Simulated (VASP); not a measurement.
# NaH (Fm-3m) in VASP: single point with r2SCAN

Aim: the single point of NaH with r2SCAN.

Everything below comes from runs of VASP 6.6.1. Logs are shortened: lines on timing, memory, paths and dates and some standing lists are left out, and cuts for length are marked.

## (1) The cell of the first run

Symmetry: Fm-3m, No. 225, cubic system. Conventional cell: a = 4.795 Å, b = 4.795 Å, c = 4.795 Å, α = 90.00°, β = 90.00°, γ = 90.00°. Within 3.2 Å of Na (site symmetry m-3m) lie 6 H at 2.40 Å. H (site symmetry m-3m) has 6 Na at 2.40 Å within 3.2 Å.

## (2) Single point, r2SCAN

Input file POSCAR:

```
NaH
1.0
    0.0000000000      2.3975116427      2.3975116427
    2.3975116427      0.0000000000      2.3975116427
    2.3975116427      2.3975116427      0.0000000000
Na H
1 1
Direct
    0.0000000000      0.0000000000      0.0000000000
    0.5000000000      0.5000000000      0.5000000000
```

Input file INCAR.step1:

```
SYSTEM = NaH
ALGO     = Normal         ! electronic algorithm
EDIFF    = 1E-5           ! SCF threshold, eV
ENCUT    = 550            ! plane-wave cutoff, eV
GGA      = PE             ! functional
GGA_COMPAT= .False.      
ISMEAR   = 0              ! smearing method
LASPH    = .True.         ! aspherical terms in the spheres
LCHARG   = .False.        ! write CHGCAR
LREAL    = .False.        ! projectors in reciprocal space
LWAVE    = .True.         ! write WAVECAR
NBANDS   = 11             ! bands
NELM     = 120            ! most SCF steps
PREC     = Accurate       ! precision mode
SIGMA    = 0.01           ! smearing width, eV
```

Input file INCAR.step2:

```
SYSTEM = NaH
ALGO     = Normal         ! electronic algorithm
EDIFF    = 1E-6           ! SCF threshold, eV
ENCUT    = 550            ! plane-wave cutoff, eV
GGA_COMPAT= .False.      
ISIF     = 2              ! what is computed and relaxed
ISMEAR   = 0              ! smearing method
ISTART   = 1            
LASPH    = .True.         ! aspherical terms in the spheres
LCHARG   = .True.         ! write CHGCAR
LELF     = .True.         ! ELF
LMIXTAU  = .True.       
LREAL    = .False.        ! projectors in reciprocal space
LVHAR    = .True.       
LWAVE    = .False.        ! write WAVECAR
METAGGA  = R2SCAN         ! meta-GGA
NBANDS   = 11             ! bands
NELM     = 120            ! most SCF steps
PREC     = Accurate       ! precision mode
SIGMA    = 0.01           ! smearing width, eV
```

Input file KPOINTS:

```
k-points
0
Gamma
  8 8 8
  0 0 0
```

Potentials or basis: VASP PAW PBE potentials, release 64 (Na_pv, H).

Run with:

```console
> cat potpaw_PBE.64/Na_pv/POTCAR potpaw_PBE.64/H/POTCAR > POTCAR
> cp INCAR.step1 INCAR
> mpirun -np 1 vasp_std > vasp.out
> cp INCAR.step2 INCAR
> mpirun -np 1 vasp_std > vasp.out
```

OUTCAR:

```text
SYSTEM = NaH
   EDIFF = 1E-6
   ENCUT = 550
   ISIF = 2
   ISMEAR = 0
   ISTART = 1
   LASPH = .True.
   LREAL = .False.
   METAGGA = R2SCAN
   NELM = 120
   PREC = Accurate

 ion  position               nearest neighbor table
   1  0.000  0.000  0.000-
   2  0.500  0.500  0.500-

  LATTYP: Found a face centered cubic cell.
 ALAT       =     4.7950232854

  Lattice vectors:

 A1 = (   0.0000000000,   2.3975116427,   2.3975116427)
 A2 = (   2.3975116427,   0.0000000000,   2.3975116427)
 A3 = (   2.3975116427,   2.3975116427,   0.0000000000)

Analysis of symmetry for initial positions (statically):
=====================================================================
 Subroutine PRICEL returns:
 Original cell was already a primitive cell.

 Routine SETGRP: Setting up the symmetry group for a
 face centered cubic supercell.

 Subroutine GETGRP returns: Found 48 space group operations
 (whereof 48 operations were pure point group operations)
 out of a pool of 48 trial point group operations.

The static configuration has the point symmetry O_h .

Analysis of symmetry for dynamics (positions and initial velocities):
=====================================================================
 Subroutine PRICEL returns:
 Original cell was already a primitive cell.

 Routine SETGRP: Setting up the symmetry group for a
 face centered cubic supercell.

 Subroutine GETGRP returns: Found 48 space group operations
 (whereof 48 operations were pure point group operations)
 out of a pool of 48 trial point group operations.

The dynamic configuration has the point symmetry O_h .

 Subroutine INISYM returns: Found 48 space group operations
 (whereof 48 operations are pure point group operations),
 and found     1 'primitive' translations

----------------------------------------------------------------------------------------

                                     Primitive cell

  volume of cell :      27.5621

  direct lattice vectors                    reciprocal lattice vectors
     0.000000000  2.397511643  2.397511643    -0.208549561  0.208549561  0.208549561
     2.397511643  0.000000000  2.397511643     0.208549561 -0.208549561  0.208549561
     2.397511643  2.397511643  0.000000000     0.208549561  0.208549561 -0.208549561

  length of vectors
     3.390593481  3.390593481  3.390593481     0.361218435  0.361218435  0.361218435

  position of ions in fractional coordinates (direct lattice)
     0.000000000  0.000000000  0.000000000
[... 81 lines left out ...]
   NSW    =      0    number of steps for IOM
   IBRION =     -1    ionic relax: 0-MD 1-quasi-New 2-CG
   NFREE  =      0    steps in history (QN), initial steepest desc. (CG)
   ISIF   =      2    stress and relaxation
   ISYM   =      2    0-nonsym 1-usesym 2-fastsym
   POTIM  = 0.5000    time-step for ionic-motion
   TEBEG  =    0.0;   TEEND  =   0.0 temperature during run
   PSTRESS=    0.0 pullay stress
   NELECT =       8.0000    total number of electrons
   NUPDOWN=      -1.0000    fix difference up-down
   EMIN   =  10.00;   EMAX   =-10.00  energy-range for DOS
   EFERMI =   0.00;   METHOD = LEGACY
   ISMEAR =     0;   SIGMA  =   0.01  broadening in eV -4-tet -1-fermi 0-gaus
   EFERMI_NEDOS =   21; number of points for ismear=-14 and -15
   IALGO  =     38    algorithm
   IMIX   =      4    mixing-type and parameters
     AMIX     =   0.40;   BMIX     =  1.00
     AMIX_MAG =   1.60;   BMIX_MAG =  1.00
  volume/ion in A,a.u.               =      13.78        93.00
  Fermi-wavevector in a.u.,A,eV,Ry     =   1.083929  2.048328 15.985508  1.174902
  Thomas-Fermi vector in A             =   2.220007
   LORBIT       =      0    0 simple, 1 ext, 2 COOP (PROOUT), +10 PAW based schemes
   METAGGA = R2SCAN    functional components
   LHFCALC =     F    Hartree Fock is set to
   AEXX    =    0.0000 exact exchange contribution
   IVDW    =     0    specifies the selected vdW correction
   LEPSILON=     F    determine dielectric tensor
   LRPA    =     F    only Hartree local field effects (RPA)
 non-spin polarized calculation
 Gauss-broadening in eV      SIGMA  =   0.01
  energy-cutoff  :      550.00
  volume of cell :       27.56
 maximum number of plane-waves:       869
 NGX is ok and might be reduce to    28
   NGX = 13   NGY = 13   NGZ = 13

 number of electron       7.9999992 magnetization

 Free energy of the ion-electron system (eV)
  ---------------------------------------------------
  ext. energy  EPLUGINS =         0.00000000
  ---------------------------------------------------
  free energy    TOTEN  =        -7.60316457 eV

  energy without entropy =       -7.60316457  energy(sigma->0) =       -7.60316457

 E-fermi :  -1.3290     XC(G=0):  -8.2236

 val. band max:       -1.3819558636   @ k =  -0.2500   0.5000   0.2500
 cond. band min:       3.0298054206   @ k =   0.5000   0.0000   0.0000
 fundamental gap:      4.4117612842
 Fermi energy:        -1.3289793726

 k-point     1 :       0.0000    0.0000    0.0000
  band No.  band energies     occupation
      1     -24.2389      2.00000
      2     -24.2389      2.00000
      3     -24.2389      2.00000
      4      -4.9973      2.00000
      5      10.2731      0.00000
      6      15.1479      0.00000
      7      15.1479      0.00000
      8      15.1479      0.00000
      9      16.1300      0.00000
     10      16.1300      0.00000
     11      16.1300      0.00000
[... 309 lines left out ...]
 k-point    24 :      -0.3750    0.2500    0.1250
  band No.  band energies     occupation
      1     -24.3200      2.00000
      2     -24.2736      2.00000
      3     -24.2577      2.00000
      4      -1.8540      2.00000
      5       3.8329      0.00000
      6       7.1637      0.00000
      7      10.5718      0.00000
      8      14.8142      0.00000
      9      15.8961      0.00000
     10      19.2921      0.00000
     11      21.4951      0.00000

 [... further k-points ...]
[... 5 lines left out ...]
  --------------------------------------------------------------------------------------
  -------------------------------------------------------------------------------------
  Total       -0.0496645     -0.0496645     -0.0496645     -0.0000000     -0.0000000      0.0000000
  in kB       -2.8869848     -2.8869848     -2.8869848     -0.0000000     -0.0000000      0.0000000
  external PRESSURE =      -2.8869848 kB  Pullay stress =       0.0000000 kB

 VOLUME and BASIS-vectors are now :
 -----------------------------------------------------------------------------
  energy-cutoff  :      550.00
  volume of cell :       27.56
      direct lattice vectors                 reciprocal lattice vectors
     0.000000000  2.397511643  2.397511643    -0.208549561  0.208549561  0.208549561
     2.397511643  0.000000000  2.397511643     0.208549561 -0.208549561  0.208549561
     2.397511643  2.397511643  0.000000000     0.208549561  0.208549561 -0.208549561

 POSITION                                       TOTAL-FORCE (eV/Angst)
 -----------------------------------------------------------------------------------
      0.00000      0.00000      0.00000         0.000000      0.000000     -0.000000
      2.39751      2.39751      2.39751         0.000000     -0.000000      0.000000
 -----------------------------------------------------------------------------------
    total drift:                               -0.000000     -0.000000     -0.000000

  FREE ENERGIE OF THE ION-ELECTRON SYSTEM (eV)
  ---------------------------------------------------
  free  energy   TOTEN  =        -7.6031645690 eV

  energy  without entropy=       -7.6031645690  energy(sigma->0) =       -7.60316457
```

OSZICAR.step1:

```text
N       E                     dE             d eps       ncg     rms          rms(c)
DAV:   1     0.353272991463E+02    0.35327E+02   -0.47051E+03   638   0.810E+02
DAV:   2    -0.423790313178E+01   -0.39565E+02   -0.38982E+02   659   0.195E+02
DAV:   3    -0.550833558912E+01   -0.12704E+01   -0.12685E+01   777   0.328E+01
DAV:   4    -0.551618641002E+01   -0.78508E-02   -0.78501E-02   753   0.260E+00
DAV:   5    -0.551625052386E+01   -0.64114E-04   -0.64114E-04   747   0.246E-01    0.321E+00
DAV:   6    -0.517576888096E+01    0.34048E+00   -0.32098E-01   741   0.282E+00    0.149E+00
DAV:   7    -0.508199593914E+01    0.93773E-01   -0.32022E-01   710   0.218E+00    0.349E-01
DAV:   8    -0.508656216626E+01   -0.45662E-02   -0.98354E-03   704   0.969E-01    0.676E-02
DAV:   9    -0.508651641575E+01    0.45751E-04   -0.11191E-03   760   0.361E-01    0.232E-02
DAV:  10    -0.508650056137E+01    0.15854E-04   -0.60672E-05   719   0.501E-02    0.423E-03
DAV:  11    -0.508650345030E+01   -0.28889E-05   -0.56542E-06   680   0.110E-02
   1 F= -.50865035E+01 E0= -.50865035E+01  d E =-.502028-101
```

Run time: 31 s. Hardware: 1 thread of Intel Xeon Platinum 8488C (Sapphire Rapids), shared host; peak memory 0.15 GiB.

Results:

| Quantity | Value |
| --- | --- |
| Free energy | -7.6032 eV |
| Pressure | -0.3 GPa |
| Band gap on the k mesh | 4.41 eV (least direct gap 5.26 eV) |

Levels at points of the mesh, in eV from the valence-band top:
```csv
k point,band 1,band 2,band 3,band 4,band 5,band 6,band 7,band 8,band 9
"(0.00, 0.00, 0.00)",-22.86,-22.86,-22.86,-3.62,11.66,16.53,16.53,16.53,17.51
"(0.50, 0.00, 0.00)",-22.95,-22.87,-22.87,-0.84,4.41,11.86,14.06,14.06,17.85
"(0.50, 0.50, 0.00)",-22.94,-22.89,-22.89,-0.17,5.24,10.80,11.54,11.54,13.30
```

Caveat: the PAW data sets were made with another functional, which shifts forces and pressure a little.
